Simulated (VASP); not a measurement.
# Ga in VASP: further runs, part 2 of 2

VASP 6.6.1.

## 4. Single point, PBE (atoms moved at random)

File INCAR:

```
PREC = Accurate
ENCUT = 520
EDIFF = 1E-6
ISMEAR = -1
SIGMA = 0.05
LREAL = F
LASPH = T
NELM = 100
ALGO = Fast
ISIF = 2
LWAVE = F
LCHARG = T
GGA = PE
LELF = T
LVHAR = T
NBANDS = 20
```

File KPOINTS:

```
regular mesh
0
Gamma
  10 8 7
```

File POSCAR:

```
Ga
1.0
    2.7784220849      0.0000000000      0.0000000000
    0.0000000000      3.2816087900      0.0000000000
   -1.3434310986      0.0000000000      3.9902731763
Ga
2
Direct
    0.1313560000      0.7476030000      0.7672330000
    0.8576800000      0.2572700000      0.2275200000
```

Potentials or basis: VASP PAW PBE potentials, release 64 (Ga_d).

Command:

```console
$ cat potpaw_PBE.64/Ga_d/POTCAR > POTCAR
$ mpirun -np 1 vasp_std > vasp.out
```

OUTCAR:

```text
PREC = Accurate
   ENCUT = 520
   EDIFF = 1E-6
   ISMEAR = -1
   LREAL = F
   LASPH = T
   NELM = 100
   ISIF = 2
   GGA = PE

 ion  position               nearest neighbor table
   1  0.131  0.748  0.767-   2 2.69   2 2.73   2 2.80   2 2.81   2 2.84   2 2.85
   2  0.858  0.257  0.228-   1 2.69   1 2.73   1 2.80   1 2.81   1 2.84   1 2.85

  LATTYP: Found a simple monoclinic cell.
 ALAT       =     2.7784220849
 B/A-ratio  =     1.1811052064
 C/A-ratio  =     1.5153762184
 COS(beta)  =    -0.3190778872

  Lattice vectors:

 A1 = (   2.7784220849,   0.0000000000,   0.0000000000)
 A2 = (   0.0000000000,   3.2816087900,   0.0000000000)
 A3 = (  -1.3434310986,   0.0000000000,   3.9902731763)

Analysis of symmetry for initial positions (statically):
=====================================================================
 Subroutine PRICEL returns:
 Original cell was already a primitive cell.

 Routine SETGRP: Setting up the symmetry group for a
 simple monoclinic supercell.

 Subroutine GETGRP returns: Found  2 space group operations
 (whereof  1 operations were pure point group operations)
 out of a pool of  4 trial point group operations.

The static configuration has the point symmetry C_1 .
 The point group associated with its full space group is S_2 .

Analysis of symmetry for dynamics (positions and initial velocities):
=====================================================================
 Subroutine PRICEL returns:
 Original cell was already a primitive cell.

 Routine SETGRP: Setting up the symmetry group for a
 simple monoclinic supercell.

 Subroutine GETGRP returns: Found  2 space group operations
 (whereof  1 operations were pure point group operations)
 out of a pool of  4 trial point group operations.

The dynamic configuration has the point symmetry C_1 .
 The point group associated with its full space group is S_2 .

[... 105 lines left out ...]
   ISYM   =      2    0-nonsym 1-usesym 2-fastsym
   POTIM  = 0.5000    time-step for ionic-motion
   TEBEG  =    0.0;   TEEND  =   0.0 temperature during run
   PSTRESS=    0.0 pullay stress
   NELECT =      26.0000    total number of electrons
   NUPDOWN=      -1.0000    fix difference up-down
   EMIN   =  10.00;   EMAX   =-10.00  energy-range for DOS
   EFERMI =   0.00;   METHOD = LEGACY
   ISMEAR =    -1;   SIGMA  =   0.05  broadening in eV -4-tet -1-fermi 0-gaus
   EFERMI_NEDOS =   21; number of points for ismear=-14 and -15
   IALGO  =     68    algorithm
   IMIX   =      4    mixing-type and parameters
     AMIX     =   0.40;   BMIX     =  1.00
     AMIX_MAG =   1.60;   BMIX_MAG =  1.00
  volume/ion in A,a.u.               =      18.19       122.76
  Fermi-wavevector in a.u.,A,eV,Ry     =   1.463648  2.765894 29.147302  2.142266
  Thomas-Fermi vector in A             =   2.579718
   LORBIT       =      0    0 simple, 1 ext, 2 COOP (PROOUT), +10 PAW based schemes
   GGA     = PE    functional components
   LHFCALC =     F    Hartree Fock is set to
   AEXX    =    0.0000 exact exchange contribution
   IVDW    =     0    specifies the selected vdW correction
   LEPSILON=     F    determine dielectric tensor
   LRPA    =     F    only Hartree local field effects (RPA)
 non-spin polarized calculation
 RMM-DIIS sequential band-by-band and
  energy-cutoff  :      520.00
  volume of cell :       36.38
 maximum number of plane-waves:      1000
 NGX is ok and might be reduce to    24

 number of electron      26.0000003 magnetization

 Free energy of the ion-electron system (eV)
  ---------------------------------------------------
  ext. energy  EPLUGINS =         0.00000000
  ---------------------------------------------------
  free energy    TOTEN  =        -5.77443356 eV

  energy without entropy =       -5.77029022  energy(sigma->0) =       -5.77236189

 E-fermi :   5.8385     XC(G=0): -11.1510

 val. band max:        5.8012995263   @ k =  -0.4000   0.5000   0.4286
 cond. band min:       5.8756771457   @ k =  -0.1000   0.2500  -0.4286
 fundamental gap:      0.0743776195
 Fermi energy:         5.8384871298

 k-point     1 :       0.0000    0.0000    0.0000
  band No.  band energies     occupation
      1      -9.3409      2.00000
      2      -9.3318      2.00000
      3      -9.2746      2.00000
      4      -9.2670      2.00000
      5      -9.0158      2.00000
      6      -9.0008      2.00000
[... 541 lines left out ...]
     19      14.9503      0.00000
     20      18.3877      0.00000

 [... further k-points ...]
[... 5 lines left out ...]
  --------------------------------------------------------------------------------------
  -------------------------------------------------------------------------------------
  Total        0.8855640      0.4680227      0.8626079      0.0050882      0.0010453     -0.0813642
  in kB       38.9980481     20.6105605     37.9871197      0.2240717      0.0460325     -3.5830763
  external PRESSURE =      32.5319094 kB  Pullay stress =       0.0000000 kB

 VOLUME and BASIS-vectors are now :
 -----------------------------------------------------------------------------
  energy-cutoff  :      520.00
  volume of cell :       36.38
      direct lattice vectors                 reciprocal lattice vectors
     2.778422085  0.000000000  0.000000000     0.359916517  0.000000000  0.121175424
     0.000000000  3.281608790  0.000000000     0.000000000  0.304728584  0.000000000
    -1.343431099  0.000000000  3.990273176     0.000000000  0.000000000  0.250609408

 POSITION                                       TOTAL-FORCE (eV/Angst)
 -----------------------------------------------------------------------------------
     -0.66576      2.45334      3.06147        -0.010798      0.063579     -0.072953
      2.07734      0.84426      0.90787         0.010798     -0.063579      0.072953
 -----------------------------------------------------------------------------------
    total drift:                               -0.000029      0.000055     -0.000018

  FREE ENERGIE OF THE ION-ELECTRON SYSTEM (eV)
  ---------------------------------------------------
  free  energy   TOTEN  =        -5.7744335636 eV

  energy  without entropy=       -5.7702902218  energy(sigma->0) =       -5.77236189
```

stdout:

```text
POSCAR found type information on POSCAR Ga
 POSCAR found :  1 types and       2 ions
 scaLAPACK will be used
 LDA part: xc-table for (Slater+PW92), standard interpolation
 POSCAR, INCAR and KPOINTS ok, starting setup
 FFT: planning ... GRIDC
 FFT: planning ... GRID_SOFT
 FFT: planning ... GRID
 WAVECAR not read
 entering main loop
```

Run time: 3.3 min. Hardware: 1 thread of AMD EPYC 7R43 (Zen 3), shared host; peak memory 0.23 GiB.

What came out:

- Free energy: -5.7744 eV
- Pressure: 3.3 GPa
- Largest force: 0.097 eV/Å
- Band gap on the k mesh: zero (band 13 reaches 10.04 eV, above the bottom of band 14 at 1.75 eV)

Forces in eV/Å, atoms in the order of the input:
```
Ga  -0.011  0.064 -0.073
Ga   0.011 -0.064  0.073
```

Caveat: the cell differs from its parent crystal (atoms moved at random).

## 5. Single point, PBEsol

File INCAR:

```
SYSTEM = Ga
PREC = Accurate ; ENCUT = 520
EDIFF = 1E-6 ; ISMEAR = -1
SIGMA = 0.05 ; LREAL = .False.
LASPH = .True. ; NELM = 100
ALGO = Fast ; ISIF = 2
LWAVE = .False. ; LCHARG = .False.
GGA = PS ; NBANDS = 20
```

File KPOINTS:

```
regular mesh
0
Gamma
  8 7 6
  0 0 0
```

File POSCAR:

```
Ga
1.0
    2.7784220849     -0.0555684417      0.0000000000
   -0.0656321758      3.2816087900      0.0000000000
   -1.3434310986      0.0268686220      3.9902731763
Ga
2
Direct
    0.1345962700      0.7500000000      0.7701668300
    0.8654037300      0.2500000000      0.2298331700
```

Potentials or basis: VASP PAW PBE potentials, release 64 (Ga_d).

Command:

```console
$ cat potpaw_PBE.64/Ga_d/POTCAR > POTCAR
$ mpirun -np 1 vasp_std > vasp.out
```

OUTCAR:

```text
SYSTEM = Ga
   PREC = Accurate
   ENCUT = 520
   EDIFF = 1E-6
   ISMEAR = -1
   LREAL = .False.
   LASPH = .True.
   NELM = 100
   ISIF = 2
   GGA = PS

 ion  position               nearest neighbor table
   1  0.135  0.750  0.770-   2 2.71   2 2.71   2 2.78   2 2.81   2 2.85   2 2.87
   2  0.865  0.250  0.230-   1 2.71   1 2.71   1 2.78   1 2.81   1 2.85   1 2.87

  LATTYP: Found a triclinic cell.
 ALAT       =     5.7374863448
 B/A-ratio  =     0.4843545669
 C/A-ratio  =     1.5038383585
[... 195 lines left out ...]
      2      -9.4210      2.00000
      3      -9.3647      2.00000
      4      -9.3572      2.00000
      5      -9.0968      2.00000
      6      -9.0959      2.00000
[... 541 lines left out ...]
     19      14.2077      0.00000
     20      15.9448      0.00000

 [... further k-points ...]
[... 5 lines left out ...]
  --------------------------------------------------------------------------------------
  -------------------------------------------------------------------------------------
  Total       -0.5451301      0.1076708      0.1513756     -0.2311413      0.2686821     -0.0094830
  in kB      -24.0157898      4.7434540      6.6688726    -10.1829638     11.8368320     -0.4177769
  external PRESSURE =      -4.2011544 kB  Pullay stress =       0.0000000 kB

 VOLUME and BASIS-vectors are now :
 -----------------------------------------------------------------------------
  energy-cutoff  :      520.00
  volume of cell :       36.37
      direct lattice vectors                 reciprocal lattice vectors
     2.778422085 -0.055568442  0.000000000     0.360060541  0.007201211  0.121175424
    -0.065632176  3.281608790  0.000000000     0.006097010  0.304850524 -0.000000000
    -1.343431099  0.026868622  3.990273176     0.000000000  0.000000000  0.250609408

 POSITION                                       TOTAL-FORCE (eV/Angst)
 -----------------------------------------------------------------------------------
     -0.70992      2.47442      3.07318         0.008300      0.005136     -0.111717
      2.07928      0.77849      0.91710        -0.008300     -0.005136      0.111717
 -----------------------------------------------------------------------------------
    total drift:                               -0.000000     -0.000000      0.000000

  FREE ENERGIE OF THE ION-ELECTRON SYSTEM (eV)
  ---------------------------------------------------
  free  energy   TOTEN  =        -6.6667406875 eV

  energy  without entropy=       -6.6585097166  energy(sigma->0) =       -6.66262520
```

stdout:

```text
POSCAR found type information on POSCAR Ga
 POSCAR found :  1 types and       2 ions
 scaLAPACK will be used
 -----------------------------------------------------------------------------
|                                                                             |
|                                                                             |
|     You enforced a specific xc type in the INCAR file but a different       |
|     I HOPE YOU KNOW WHAT YOU ARE DOING!                                     |
|                                                                             |
 -----------------------------------------------------------------------------

 LDA part: xc-table for (Slater+PW92), standard interpolation
 POSCAR, INCAR and KPOINTS ok, starting setup
 FFT: planning ... GRIDC
 FFT: planning ... GRID_SOFT
 FFT: planning ... GRID
 WAVECAR not read
 entering main loop
WARNING in EDDRMM: call to ZHEGV failed, returncode =   8  4     17
```

Run time: 44 s. Hardware: 1 thread of Intel Xeon Platinum 8488C (Sapphire Rapids), shared host; peak memory 0.22 GiB.

Results:

| Quantity | Value |
| --- | --- |
| Free energy | -6.6667 eV |
| Pressure | -0.4 GPa |
| Largest force | 0.112 eV/Å |
| Band gap on the k mesh | zero (band 13 reaches 9.72 eV, above the bottom of band 14 at 2.20 eV) |

Forces on the atoms (eV/Å):
```
Ga   0.008  0.005 -0.112
Ga  -0.008 -0.005  0.112
```

Levels at points of the mesh, in eV from the Fermi level:
```
           k point  band 10  band 11  band 12  band 13  band 14  band 15  band 16  band 17
(0.00, 0.00, 0.00)   -14.69   -11.52    -2.20    -1.57     1.71     5.50     9.08    10.23
(0.50, 0.00, 0.00)   -14.72    -6.38    -5.40    -1.51     0.09     5.81     6.70     8.38
(0.00, 0.00, 0.50)   -14.75    -9.52    -8.62     3.92     4.98     6.06     6.31     7.08
(0.50, 0.00, 0.50)   -14.72    -6.26    -5.40    -1.69    -0.15     5.94     6.95     8.34
```

Caveat: the PAW data sets were made with another functional, which shifts forces and pressure a little.

## 6. Summary

```csv
level,cell,k mesh,smearing,gap on the mesh (eV),pressure (GPa),largest force (eV/Å)
r2SCAN,"a = 2.778, b = 3.282, c = 4.210 Å, angles 90.0, 108.6, 90.0°, 2 atoms",7 × 6 × 5,fermi-dirac 0.1 eV,none,0.0,0.11
PBE,"a = 2.778, b = 3.282, c = 4.210 Å, angles 90.0, 108.6, 90.0°, 2 atoms",10 × 8 × 7,fermi-dirac 0.05 eV,none,3.3,0.10
PBEsol,"a = 2.779, b = 3.282, c = 4.210 Å, angles 89.3, 108.6, 92.3°, 2 atoms",8 × 7 × 6,fermi-dirac 0.05 eV,none,-0.4,0.11
```

Some of these runs hold the atoms at other places in the same cell, which the table doesn't show; runs alike in all that it shows share one row.

Alike in all rows: task single point; potentials or basis VASP PAW PBE potentials, release 64 (Ga_d); no spin polarisation; cutoff (eV) 520.

Caveats: the PAW data sets were made with another functional, which shifts forces and pressure a little (some runs).

Total energies depend on the potentials used, so only differences within one code and one set of settings carry meaning.
